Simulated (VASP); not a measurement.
# CaGa2 (P6_3/mmc) in VASP: a series of runs

Runs on CaGa2. Level: LDA. Tasks: single point, relaxation of cell and atoms.

Everything below comes from runs of VASP 6.6.1. Logs are shortened: lines on timing, memory, paths and dates and some standing lists are left out, and cuts for length are marked.

### Step 1. The cell of the first run

It takes space group P6_3/mmc (No. 194, hexagonal). The conventional cell has a = 4.368 Å, b = 4.368 Å, c = 7.054 Å, α = 90.00°, β = 90.00°, γ = 120.00°. Within 3.8 Å of Ca (site symmetry -6m2) lie 12 Ga at 2.91 to 3.27 Å and 2 Ca at 3.53 Å. Within 3.4 Å of Ga (site symmetry 3m) lie 4 Ga at 2.60 to 2.90 Å and 6 Ca at 2.91 to 3.27 Å.

### Step 2. Single point, LDA

INCAR

```
SYSTEM = CaGa2
  PREC = Accurate
  ENCUT = 520
  EDIFF = 1E-6
  ISMEAR = 0
  SIGMA = 0.1
  LREAL = .False.
  LASPH = .True.
  NELM = 60
  ALGO = Normal
  ISIF = 2
  LWAVE = .False.
  LCHARG = .False.
  NBANDS = 45
```

KPOINTS

```
regular mesh
0
Gamma
  5 5 3
  0 0 0
```

POSCAR

```
CaGa2
1.0
    4.3680454109      0.0000000000      0.0000000000
   -2.1840227054      3.7828382907      0.0000000000
    0.0000000000      0.0000000000      7.0536343774
Ca Ga
2 4
Direct
    0.0000000000      0.0000000000      0.2500000000
    0.0000000000      0.0000000000      0.7500000000
    0.3333333333      0.6666666667      0.0445898305
    0.6666666667      0.3333333333      0.5445898305
    0.6666666667      0.3333333333      0.9554101695
    0.3333333333      0.6666666667      0.4554101695
```

Potentials or basis: VASP PAW LDA potentials, release 64 (Ca_sv, Ga_d).

Launch:

```console
$ cat potpaw_LDA.64/Ca_sv/POTCAR potpaw_LDA.64/Ga_d/POTCAR > POTCAR
$ mpirun -np 1 vasp_std > vasp.out
```

OUTCAR:

```text
SYSTEM = CaGa2
   PREC = Accurate
   ENCUT = 520
   EDIFF = 1E-6
   ISMEAR = 0
   LREAL = .False.
   LASPH = .True.
   NELM = 60
   ISIF = 2

 ion  position               nearest neighbor table
   1  0.000  0.000  0.250-   3 2.91   6 2.91   3 2.91   6 2.91   3 2.91   6 2.91
   2  0.000  0.000  0.750-   4 2.91   5 2.91   4 2.91   5 2.91   4 2.91   5 2.91
   3  0.333  0.667  0.045-   5 2.60   5 2.60   5 2.60   6 2.90   1 2.91   1 2.91   1 2.91
   4  0.667  0.333  0.545-   6 2.60   6 2.60   6 2.60   5 2.90   2 2.91   2 2.91   2 2.91
   5  0.667  0.333  0.955-   3 2.60   3 2.60   3 2.60   4 2.90   2 2.91   2 2.91   2 2.91
   6  0.333  0.667  0.455-   4 2.60   4 2.60   4 2.60   3 2.90   1 2.91   1 2.91   1 2.91

  LATTYP: Found a hexagonal cell.
 ALAT       =     4.3680454109
 C/A-ratio  =     1.6148262470

  Lattice vectors:

 A1 = (   4.3680454109,   0.0000000000,   0.0000000000)
 A2 = (  -2.1840227054,   3.7828382907,   0.0000000000)
 A3 = (   0.0000000000,   0.0000000000,   7.0536343774)

Analysis of symmetry for initial positions (statically):
=====================================================================
 Subroutine PRICEL returns:
 Original cell was already a primitive cell.

 Routine SETGRP: Setting up the symmetry group for a
 hexagonal supercell.

 Subroutine GETGRP returns: Found 24 space group operations
 (whereof 12 operations were pure point group operations)
 out of a pool of 24 trial point group operations.

The static configuration has the point symmetry D_3d.
 The point group associated with its full space group is D_6h.

Analysis of symmetry for dynamics (positions and initial velocities):
=====================================================================
 Subroutine PRICEL returns:
 Original cell was already a primitive cell.

 Routine SETGRP: Setting up the symmetry group for a
 hexagonal supercell.

 Subroutine GETGRP returns: Found 24 space group operations
 (whereof 12 operations were pure point group operations)
 out of a pool of 24 trial point group operations.

The dynamic configuration has the point symmetry D_3d.
 The point group associated with its full space group is D_6h.

 Subroutine INISYM returns: Found 24 space group operations
 (whereof 12 operations are pure point group operations),
 and found     1 'primitive' translations

----------------------------------------------------------------------------------------

                                     Primitive cell

  volume of cell :     116.5515

  direct lattice vectors                    reciprocal lattice vectors
     4.368045411  0.000000000  0.000000000     0.228935349  0.132175885  0.000000000
    -2.184022705  3.782838291  0.000000000     0.000000000  0.264351771  0.000000000
     0.000000000  0.000000000  7.053634377     0.000000000  0.000000000  0.141770887

  length of vectors
     4.368045411  4.368045411  7.053634377     0.264351771  0.264351771  0.141770887

  position of ions in fractional coordinates (direct lattice)
     0.000000000  0.000000000  0.250000000
     0.000000000  0.000000000  0.750000000
     0.333333333  0.666666667  0.044589831
     0.666666667  0.333333333  0.544589831
     0.666666667  0.333333333  0.955410169
     0.333333333  0.666666667  0.455410169

  ion indices of the primitive-cell ions
   primitive index   ion index
                 1           1
                 2           2
                 3           3
                 4           4
                 5           5
                 6           6

----------------------------------------------------------------------------------------

 KPOINTS: regular mesh

Automatic generation of k-mesh.
 Grid dimensions read from file:
 generate k-points for:    5    5    3

 Generating k-lattice:

  Cartesian coordinates                     Fractional coordinates (reciprocal lattice)
     0.045787070  0.026435177  0.000000000     0.200000000  0.000000000  0.000000000
     0.000000000  0.052870354  0.000000000     0.000000000  0.200000000  0.000000000
     0.000000000  0.000000000  0.047256962     0.000000000  0.000000000  0.333333333

  Length of vectors
     0.052870354  0.052870354  0.047256962

  Shift w.r.t. Gamma in fractional coordinates (k-lattice)
     0.000000000  0.000000000  0.000000000

 Subroutine IBZKPT returns following result:
 ===========================================

 Found     10 irreducible k-points:

 Following reciprocal coordinates:
            Coordinates               Weight
  0.000000  0.000000  0.000000      1.000000
  0.200000  0.000000  0.000000      6.000000
  0.400000 -0.000000  0.000000      6.000000
  0.200000  0.200000  0.000000      6.000000
  0.400000  0.200000  0.000000      6.000000
  0.000000  0.000000  0.333333      2.000000
  0.200000  0.000000  0.333333     12.000000
  0.400000 -0.000000  0.333333     12.000000
  0.200000  0.200000  0.333333     12.000000
  0.400000  0.200000  0.333333     12.000000
   k-points           NKPTS =     10   k-points in BZ     NKDIM =     10   number of bands    NBANDS=     45
   number of dos      NEDOS =    301   number of ions     NIONS =      6
   total plane-waves  NPLWV =  55296
   dimension x,y,z NGX =    32 NGY =   32 NGZ =   54
   dimension x,y,z NGXF=    64 NGYF=   64 NGZF=  108
   ions per type =               2   4
   NGX,Y,Z   is equivalent  to a cutoff of  12.18, 12.18, 12.73 a.u.
   NGXF,Y,Z  is equivalent  to a cutoff of  24.36, 24.36, 25.45 a.u.
 SYSTEM =  CaGa2
   PREC   = accura    normal or accurate (medium, high low for compatibility)
   ISTART =      0    job   : 0-new  1-cont  2-samecut
   ICHARG =      2    charge: 1-file 2-atom 10-const
   ISPIN  =      1    spin polarized calculation?
   LNONCOLLINEAR =      F non collinear calculations
   LSORBIT =      F    spin-orbit coupling
   LASPH  =      T    aspherical Exc in radial PAW
   ENCUT  =  520.0 eV  38.22 Ry    6.18 a.u.   8.12  8.12 13.12*2*pi/ulx,y,z
   NELM   =     60;   NELMIN=  2; NELMDL= -5     # of ELM steps
   EDIFF  = 0.1E-05   stopping-criterion for ELM
   LREAL  =      F    real-space projection
   EDIFFG = 0.1E-04   stopping-criterion for IOM
   NSW    =      0    number of steps for IOM
   IBRION =     -1    ionic relax: 0-MD 1-quasi-New 2-CG
   NFREE  =      0    steps in history (QN), initial steepest desc. (CG)
   ISIF   =      2    stress and relaxation
   ISYM   =      2    0-nonsym 1-usesym 2-fastsym
   POTIM  = 0.5000    time-step for ionic-motion
   TEBEG  =    0.0;   TEEND  =   0.0 temperature during run
   PSTRESS=    0.0 pullay stress
   NELECT =      72.0000    total number of electrons
   NUPDOWN=      -1.0000    fix difference up-down
   EMIN   =  10.00;   EMAX   =-10.00  energy-range for DOS
   EFERMI =   0.00;   METHOD = LEGACY
   ISMEAR =     0;   SIGMA  =   0.10  broadening in eV -4-tet -1-fermi 0-gaus
   EFERMI_NEDOS =   21; number of points for ismear=-14 and -15
   IALGO  =     38    algorithm
   IMIX   =      4    mixing-type and parameters
     AMIX     =   0.40;   BMIX     =  1.00
     AMIX_MAG =   1.60;   BMIX_MAG =  1.00
  volume/ion in A,a.u.               =      19.43       131.09
  Fermi-wavevector in a.u.,A,eV,Ry     =   1.394268  2.634785 26.449512  1.943984
  Thomas-Fermi vector in A             =   2.517834
   LORBIT       =      0    0 simple, 1 ext, 2 COOP (PROOUT), +10 PAW based schemes
   GGA     = CA    functional components
   LHFCALC =     F    Hartree Fock is set to
   AEXX    =    0.0000 exact exchange contribution
   IVDW    =     0    specifies the selected vdW correction
   LEPSILON=     F    determine dielectric tensor
   LRPA    =     F    only Hartree local field effects (RPA)
 non-spin polarized calculation
 Gauss-broadening in eV      SIGMA  =   0.10
  energy-cutoff  :      520.00
  volume of cell :      116.55
 maximum number of plane-waves:      3158
   NGX = 17   NGY = 17   NGZ = 27

 number of electron      71.9999987 magnetization

 Free energy of the ion-electron system (eV)
  ---------------------------------------------------
  ext. energy  EPLUGINS =         0.00000000
  ---------------------------------------------------
  free energy    TOTEN  =       -22.41370598 eV

  energy without entropy =      -22.40690191  energy(sigma->0) =      -22.41030394

 E-fermi :   5.2111     XC(G=0): -11.0153

 val. band max:        5.1797633649   @ k =   0.4000  -0.0000   0.0000
 cond. band min:       5.3427180413   @ k =   0.0000   0.0000   0.0000
 fundamental gap:      0.1629546764
 Fermi energy:         5.2111024268

 k-point     1 :       0.0000    0.0000    0.0000
  band No.  band energies     occupation
      1     -34.9362      2.00000
      2     -34.9145      2.00000
      3     -16.5017      2.00000
      4     -16.3205      2.00000
      5     -16.3205      2.00000
      6     -16.2882      2.00000
[... 37 lines left out ...]
     44       8.4962      0.00000
     45       8.7958      0.00000

 k-point     2 :       0.2000    0.0000    0.0000
  band No.  band energies     occupation
      1     -34.9350      2.00000
      2     -34.9135      2.00000
      3     -16.4948      2.00000
      4     -16.3443      2.00000
      5     -16.3248      2.00000
      6     -16.3062      2.00000
[... 37 lines left out ...]
     44       8.7903      0.00000
     45       9.5590      0.00000

 k-point     3 :       0.4000   -0.0000    0.0000
  band No.  band energies     occupation
      1     -34.9332      2.00000
      2     -34.9119      2.00000
      3     -16.4838      2.00000
      4     -16.3818      2.00000
      5     -16.3352      2.00000
      6     -16.3317      2.00000
[... 325 lines left out ...]
     44       9.5852      0.00000
     45       9.8200      0.00000

 k-point    10 :       0.4000    0.2000    0.3333
  band No.  band energies     occupation
      1     -34.9273      2.00000
      2     -34.9167      2.00000
      3     -16.4183      2.00000
      4     -16.3680      2.00000
      5     -16.3466      2.00000
      6     -16.3385      2.00000
[... 37 lines left out ...]
     44       9.4196      0.00000
     45      10.0392      0.00000

------------------------ aborting loop because EDIFF is reached ----------------------------------------

  FORCE on cell =-STRESS in cart. coord.  units (eV):
  Direction    XX          YY          ZZ          XY          YZ          ZX
  --------------------------------------------------------------------------------------
  -------------------------------------------------------------------------------------
  Total        0.2686095      0.2686095      0.1864852      0.0000000     -0.0000000      0.0000000
  in kB        3.6924452      3.6924452      2.5635228      0.0000000     -0.0000000      0.0000000
  external PRESSURE =       3.3161378 kB  Pullay stress =       0.0000000 kB

 VOLUME and BASIS-vectors are now :
 -----------------------------------------------------------------------------
  energy-cutoff  :      520.00
  volume of cell :      116.55
      direct lattice vectors                 reciprocal lattice vectors
     4.368045411  0.000000000  0.000000000     0.228935349  0.132175885  0.000000000
    -2.184022705  3.782838291  0.000000000     0.000000000  0.264351771  0.000000000
     0.000000000  0.000000000  7.053634377     0.000000000  0.000000000  0.141770887

 POSITION                                       TOTAL-FORCE (eV/Angst)
 -----------------------------------------------------------------------------------
      0.00000      0.00000      1.76341         0.000000     -0.000000     -0.000000
      0.00000      0.00000      5.29023         0.000000      0.000000      0.000000
     -0.00000      2.52189      0.31452        -0.000000      0.000000     -0.000156
      2.18402      1.26095      3.84134        -0.000000      0.000000     -0.000156
      2.18402      1.26095      6.73911         0.000000     -0.000000      0.000156
     -0.00000      2.52189      3.21230        -0.000000     -0.000000      0.000156
 -----------------------------------------------------------------------------------
    total drift:                               -0.000000      0.000000      0.000000

  FREE ENERGIE OF THE ION-ELECTRON SYSTEM (eV)
  ---------------------------------------------------
  free  energy   TOTEN  =       -22.4137059769 eV

  energy  without entropy=      -22.4069019128  energy(sigma->0) =      -22.41030394
```

It took 2.1 min on 1 thread of AMD EPYC 7R13, shared host; peak memory 0.17 GiB.

What came out:

* Free energy: -22.4137 eV
* Pressure: 0.3 GPa
* Band gap on the k mesh: zero (band 36 reaches 6.22 eV, above the bottom of band 37 at 5.18 eV)

### Step 3. Relaxation of cell and atoms, LDA

This run uses another cell than the first one, of 21.05 Å³/atom, 1.084 times its volume.

INCAR

```
ALGO = Normal
EDIFF = 1E-7
EDIFFG = -0.03
ENCUT = 600
GGA = CA
IBRION = 2
ISIF = 3
ISMEAR = 0
LASPH = T
LCHARG = F
LREAL = F
LWAVE = F
NELM = 60
NSW = 80
PREC = Accurate
SIGMA = 0.1
```

KPOINTS

```
k-points
0
Gamma
  5 5 3
```

POSCAR

```
CaGa2
1.0
    4.4432620000      0.0000000000      0.0000000000
   -2.2216310000      3.8479780000      0.0000000000
    0.0000000000      0.0000000000      7.3876640000
Ca Ga
2 4
Direct
    0.0000000000      0.0000000000      0.2500000000
    0.0000000000      0.0000000000      0.7500000000
    0.3333333333      0.6666666667      0.0425260000
    0.6666666667      0.3333333333      0.5425260000
    0.6666666667      0.3333333333      0.9574740000
    0.3333333333      0.6666666667      0.4574740000
```

Potentials or basis: VASP PAW LDA potentials, release 64 (Ca_sv, Ga_d).

Launch:

```console
$ cat potpaw_LDA.64/Ca_sv/POTCAR potpaw_LDA.64/Ga_d/POTCAR > POTCAR
$ mpirun -np 1 vasp_std > vasp.out
```

OUTCAR:

```text
EDIFF = 1E-7
   EDIFFG = -0.03
   ENCUT = 600
   GGA = CA
   IBRION = 2
   ISIF = 3
   ISMEAR = 0
   LASPH = T
   LREAL = F
   NELM = 60
   NSW = 80
   PREC = Accurate

 ion  position               nearest neighbor table
   1  0.000  0.000  0.250-   3 2.99   6 2.99   3 2.99   6 2.99   3 2.99   6 2.99
   2  0.000  0.000  0.750-   4 2.99   5 2.99   4 2.99   5 2.99   4 2.99   5 2.99
   3  0.333  0.667  0.043-   5 2.64   5 2.64   5 2.64   1 2.99   1 2.99   1 2.99
   4  0.667  0.333  0.543-   6 2.64   6 2.64   6 2.64   2 2.99   2 2.99   2 2.99
   5  0.667  0.333  0.957-   3 2.64   3 2.64   3 2.64   2 2.99   2 2.99   2 2.99
   6  0.333  0.667  0.457-   4 2.64   4 2.64   4 2.64   1 2.99   1 2.99   1 2.99

  LATTYP: Found a hexagonal cell.
 ALAT       =     4.4432620000
 C/A-ratio  =     1.6626667525

  Lattice vectors:

 A1 = (   4.4432620000,   0.0000000000,   0.0000000000)
 A2 = (  -2.2216310000,   3.8479780000,   0.0000000000)
 A3 = (   0.0000000000,   0.0000000000,   7.3876640000)

Analysis of symmetry for initial positions (statically):
=====================================================================
 Subroutine PRICEL returns:
 Original cell was already a primitive cell.

 Routine SETGRP: Setting up the symmetry group for a
 hexagonal supercell.

[... 154 lines left out ...]

 number of electron      72.0000009 magnetization

 Free energy of the ion-electron system (eV)
  ---------------------------------------------------
  ext. energy  EPLUGINS =         0.00000000
  ---------------------------------------------------
  free energy    TOTEN  =       -22.29374143 eV

  energy without entropy =      -22.28260379  energy(sigma->0) =      -22.28817261

------------------------ aborting loop because EDIFF is reached ----------------------------------------

  FORCE on cell =-STRESS in cart. coord.  units (eV):
  Direction    XX          YY          ZZ          XY          YZ          ZX
  --------------------------------------------------------------------------------------
  -------------------------------------------------------------------------------------
  Total       -2.7964150     -2.7964154     -3.2640782      0.0000000     -0.0000000      0.0000000
  in kB      -35.4707665    -35.4707708    -41.4027800      0.0000000     -0.0000000      0.0000000
  external PRESSURE =     -37.4481058 kB  Pullay stress =       0.0000000 kB
[... 267 lines left out ...]
--------------------------------------- Ionic step        8  -------------------------------------------

 number of electron      71.9999984 magnetization

 Free energy of the ion-electron system (eV)
  ---------------------------------------------------
  ext. energy  EPLUGINS =         0.00000000
  ---------------------------------------------------
  free energy    TOTEN  =       -22.41620845 eV

  energy without entropy =      -22.40920144  energy(sigma->0) =      -22.41270495

 E-fermi :   5.1556     XC(G=0): -10.9821

 val. band max:        5.1228811945   @ k =   0.4000  -0.0000   0.0000
 cond. band min:       5.2589586589   @ k =   0.0000   0.0000   0.0000
 fundamental gap:      0.1360774645
 Fermi energy:         5.1555599404

 k-point     1 :       0.0000    0.0000    0.0000
  band No.  band energies     occupation
      1     -35.0081      2.00000
      2     -34.9869      2.00000
      3     -16.5675      2.00000
      4     -16.3900      2.00000
      5     -16.3900      2.00000
      6     -16.3584      2.00000
[... 482 lines left out ...]
  FREE ENERGIE OF THE ION-ELECTRON SYSTEM (eV)
  ---------------------------------------------------
  free  energy   TOTEN  =       -22.4162084523 eV

  energy  without entropy=      -22.4092014395  energy(sigma->0) =      -22.41270495

 reached required accuracy - stopping structural energy minimisation
```

Wall time 16 min (1 thread of AMD EPYC 7R13, shared host); peak memory 0.22 GiB.

Results:

| Property | Result |
| --- | --- |
| Free energy | -22.4162 eV |
| Relaxed volume | 19.56 Å³/atom |
| Relaxed cell | a = 4.379 Å, b = 4.379 Å, c = 7.067 Å, α = 90.00°, β = 90.00°, γ = 120.00° |
| Space group after relaxing (to 0.05 Å) | P6_3/mmc (No. 194) |
| Energy gained by relaxing | 20.4 meV/atom |
| Ionic steps | 8 |
| Pressure after relaxing | -0.1 GPa |
| Largest force after relaxing | 0.009 eV/Å |
| Band gap on the k mesh | zero (band 36 reaches 6.17 eV, above the bottom of band 37 at 5.12 eV) |

Forces on the atoms (eV/Å):
```
Ca   0.000  0.000  0.000
Ca   0.000  0.000  0.000
Ga   0.000  0.000  0.009
Ga   0.000  0.000  0.009
Ga   0.000  0.000 -0.009
Ga   0.000  0.000 -0.009
```

The path:
```csv
step,energy change (eV),largest force (eV/Å),pressure (GPa),volume (Å³)
1,0.0000,0.0291,-3.74,126.31
2,-0.1096,0.0204,0.12,117.53
3,-0.1096,0.0207,0.06,117.62
4,-0.1180,0.0440,0.05,117.33
5,-0.1210,0.0658,0.06,116.99
6,-0.1210,0.0653,0.06,117.01
7,-0.1219,0.0444,-0.02,117.14
8,-0.1225,0.0090,-0.13,117.36
```

Final structure:
```
Ca Ga
1.0
     4.37884    0.00000    0.00000
    -2.18942    3.79219    0.00000
     0.00000    0.00000    7.06739
Ca Ga
2 4
Direct
  0.00000 0.00000 0.25000
  0.00000 0.00000 0.75000
  0.33333 0.66667 0.04449
  0.66667 0.33333 0.54449
  0.66667 0.33333 0.95551
  0.33333 0.66667 0.45551
```
